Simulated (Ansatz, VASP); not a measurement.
# One calculation of Ga3Se, two programs

```
Ga Se
1.0
     2.79262    0.00000    0.00000
     0.00000    2.79262    0.00000
     0.00000    0.00000   10.46781
Ga Se
3 1
Cartesian
  1.3963 1.3963 0.0000
  0.0000 0.0000 8.0728
  0.0000 0.0000 2.3950
  0.0000 0.0000 5.2339
```

Alike in both runs: functional PBE; k mesh 16 × 16 × 6; occupations gaussian, width 0.1 eV; no spin polarisation.

Ansatz relaxed the structure, and its values are those at the end. VASP's run is a single point on that final structure, the one shown.

|  | VASP | Ansatz |
| --- | --- | --- |
| version | VASP 6.6.1 | Ansatz 0.2.0 |
| potentials or method | VASP PAW PBE potentials, release 64 (Ga_d, Se), cutoff 520 eV | scalar-relativistic, plane waves, PAW |
| valence electrons in the cell | 45 | 55 |

VASP gave:

- gap on the k mesh at the Fermi level (eV): none
- pressure (GPa): 0.1

Question: Estimate Ansatz's values.

Answer: gap on the k mesh at the Fermi level (eV): none; pressure (GPa): 0.0.

A gap of «none» marks a metal or a gap that the smearing closes. VASP's potentials hold 45 valence electrons a cell and Ansatz's 55, so a difference there can come from the potentials and not from the codes.
